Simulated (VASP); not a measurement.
Input of a VASP 6.6.1 run:

File POSCAR:

```
GaN
1.0
    0.0000000000      2.2742384928      2.2742384928
    2.2742384928      0.0000000000      2.2742384928
    2.2742384928      2.2742384928      0.0000000000
Ga N
1 1
Direct
    0.0000000000      0.0000000000      0.0000000000
    0.7500000000      0.7500000000      0.7500000000
```

File INCAR.step1:

```
  PREC = Accurate
  ENCUT = 520
  EDIFF = 1E-5
  ISMEAR = 0
  SIGMA = 0.02
  LREAL = F
  LASPH = T
  NELM = 80
  ALGO = Normal
  ISIF = 2
  LWAVE = T
  LCHARG = F
  NBANDS = 16
  GGA = PE
```

The input INCAR.step2:

```
  PREC = Accurate
  ENCUT = 520
  EDIFF = 1E-6
  ISMEAR = 0
  SIGMA = 0.02
  LREAL = F
  LASPH = T
  NELM = 80
  ALGO = Normal
  ISIF = 2
  LWAVE = F
  LCHARG = F
  GGA = PE
  LHFCALC = T
  AEXX = 0.25
  PRECFOCK = Normal
  NBANDS = 16
  ISTART = 1
```

Contents of KPOINTS:

```
regular mesh
0
Gamma
  6 6 6
```

Potentials or basis: VASP PAW PBE potentials, release 64 (Ga_d, N).

The run is started by

```sh
$ cat potpaw_PBE.64/Ga_d/POTCAR potpaw_PBE.64/N/POTCAR > POTCAR
$ cp INCAR.step1 INCAR
$ mpirun -np 1 vasp_std > vasp.out
$ cp INCAR.step2 INCAR
$ mpirun -np 1 vasp_std > vasp.out
```

(1) What does it give for the pressure?

(2) What does it give for the band gap on the k mesh?

## Answers

(1) -6.4 GPa.

(2) 3.49 eV.

Caveat: the cell stands under tension; the PAW data sets were made with another functional, which shifts forces and pressure a little.
